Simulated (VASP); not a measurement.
# TaN (P3m1) in VASP: further runs, part 2 of 2

VASP 6.6.1.

## 3. Single point, PBEsol

INCAR

```
PREC     = Accurate       # precision mode
ENCUT    = 520            # plane-wave cutoff, eV
EDIFF    = 1E-6           # SCF threshold, eV
ISMEAR   = 0              # smearing method
SIGMA    = 0.15           # smearing width, eV
LREAL    = F              # projectors in reciprocal space
LASPH    = T              # aspherical terms in the spheres
NELM     = 100            # most SCF steps
ALGO     = Normal         # electronic algorithm
ISIF     = 2              # what is computed and relaxed
LWAVE    = F              # write WAVECAR
LCHARG   = F              # write CHGCAR
GGA      = PS             # functional
NBANDS   = 15             # bands
```

KPOINTS

```
regular mesh
0
Gamma
  24 24 20
```

POSCAR

```
TaN
1.0
    2.9239890447      0.0000000000      0.0000000000
   -1.4619945224      2.5322487931      0.0000000000
    0.0000000000      0.0000000000      2.8707276427
Ta N
1 1
Direct
    0.3333333333      0.6666666667      0.5000000000
    0.0000000000      0.0000000000     -0.0174171869
```

Potentials or basis: VASP PAW PBE potentials, release 64 (Ta_pv, N).

The run is started by

```
$ cat potpaw_PBE.64/Ta_pv/POTCAR potpaw_PBE.64/N/POTCAR > POTCAR
$ mpirun -np 1 vasp_std > vasp.out
```

OUTCAR:

```text
PREC = Accurate
   ENCUT = 520
   EDIFF = 1E-6
   ISMEAR = 0
   LREAL = F
   LASPH = T
   NELM = 100
   ISIF = 2
   GGA = PS

 ion  position               nearest neighbor table
   1  0.333  0.667  0.500-   2 2.18   2 2.18   2 2.18   2 2.25   2 2.25   2 2.25
   2  0.000  0.000  0.983-   1 2.18   1 2.18   1 2.18   1 2.25   1 2.25   1 2.25

  LATTYP: Found a hexagonal cell.
 ALAT       =     2.9239890447
 C/A-ratio  =     0.9817846780

  Lattice vectors:

 A1 = (   2.9239890447,   0.0000000000,   0.0000000000)
 A2 = (  -1.4619945224,   2.5322487931,   0.0000000000)
 A3 = (   0.0000000000,   0.0000000000,   2.8707276427)

Analysis of symmetry for initial positions (statically):
=====================================================================
 Subroutine PRICEL returns:
 Original cell was already a primitive cell.

 Routine SETGRP: Setting up the symmetry group for a
 hexagonal supercell.

 Subroutine GETGRP returns: Found  6 space group operations
 (whereof  6 operations were pure point group operations)
 out of a pool of 24 trial point group operations.

[... 167 lines left out ...]
 fundamental gap:      0.0091207422
 Fermi energy:         8.2200971591

 k-point     1 :       0.0000    0.0000    0.0000
  band No.  band energies     occupation
      1     -26.4994      2.00000
      2     -26.2248      2.00000
      3     -26.2248      2.00000
      4      -9.6039      2.00000
      5       3.5996      2.00000
      6       3.5996      2.00000
      7       3.8398      2.00000
      8       5.4259      2.00000
      9      10.5599      0.00000
     10      11.8311      0.00000
     11      11.8311      0.00000
     12      12.3854      0.00000
     13      12.3854      0.00000
     14      21.2857      0.00000
[... 401 lines left out ...]
      2     -26.4832      2.00000
      3     -26.3459      2.00000
      4      -7.2242      2.00000
      5      -0.1193      2.00000
      6       2.9774      2.00000
      7       4.4727      2.00000
      8       5.2675      2.00000
      9      11.1472      0.00000
     10      12.2409      0.00000
     11      13.2951      0.00000
     12      13.7140      0.00000
     13      16.1580      0.00000
     14      19.8158      0.00000
     15      21.6826      0.00000

 [... further k-points ...]
[... 5 lines left out ...]
  --------------------------------------------------------------------------------------
  -------------------------------------------------------------------------------------
  Total        0.1688397      0.1688397      0.2219273     -0.0000000      0.0000000     -0.0000000
  in kB       12.7265639     12.7265639     16.7281257     -0.0000000      0.0000000     -0.0000000
  external PRESSURE =      14.0604178 kB  Pullay stress =       0.0000000 kB

 VOLUME and BASIS-vectors are now :
 -----------------------------------------------------------------------------
  energy-cutoff  :      520.00
  volume of cell :       21.26
      direct lattice vectors                 reciprocal lattice vectors
     2.923989045  0.000000000  0.000000000     0.341998545  0.197452952  0.000000000
    -1.461994522  2.532248793  0.000000000     0.000000000  0.394905904  0.000000000
     0.000000000  0.000000000  2.870727643     0.000000000  0.000000000  0.348343739

 POSITION                                       TOTAL-FORCE (eV/Angst)
 -----------------------------------------------------------------------------------
     -0.00000      1.68817      1.43536        -0.000000      0.000000     -0.745117
      0.00000      0.00000      2.82073         0.000000     -0.000000      0.745117
 -----------------------------------------------------------------------------------
    total drift:                                0.000000     -0.000000      0.000122

  FREE ENERGIE OF THE ION-ELECTRON SYSTEM (eV)
  ---------------------------------------------------
  free  energy   TOTEN  =       -23.7872015085 eV

  energy  without entropy=      -23.7864321956  energy(sigma->0) =      -23.78681685
```

Wall time 3 min (1 thread of Intel Xeon Platinum 8488C (Sapphire Rapids), shared host); peak memory 0.45 GiB.

What came out:

```yaml
Free_energy: -23.7872 eV
Pressure: 1.4 GPa
Largest_force: 0.745 eV/Å
Band_gap_on_the_k_mesh: zero (bands 8 and 9 overlap by 0.51 eV)
```

Forces on the atoms (eV/Å):
```
Ta   0.000  0.000 -0.745
N    0.000  0.000  0.745
```

Stress tensor (GPa, compression positive):
```
1.27 0.00 0.00
0.00 1.27 0.00
0.00 0.00 1.67
```

Levels at points of the mesh, in eV from the Fermi level:
| k point | band 6 | band 7 | band 8 | band 9 | band 10 | band 11 |
| --- | --- | --- | --- | --- | --- | --- |
| (0.00, 0.00, 0.00) | -4.62 | -4.38 | -2.79 | 2.34 | 3.61 | 3.61 |
| (0.50, 0.00, 0.00) | -5.25 | -3.53 | -3.19 | 3.08 | 4.13 | 5.21 |
| (0.00, 0.00, 0.50) | -3.80 | -3.80 | -0.08 | -0.08 | 2.51 | 3.38 |
| (0.50, 0.00, 0.50) | -6.22 | -5.76 | -0.30 | 4.26 | 5.48 | 6.21 |

Caveat: the cell differs from its parent crystal (all N atoms moved +0.050 Å, as atom 2 towards its neighbour atom 2 (N) at 2.871 Å); the PAW data sets were made with another functional, which shifts forces and pressure a little; spin-orbit coupling is left out, which moves the levels of the heavy elements.
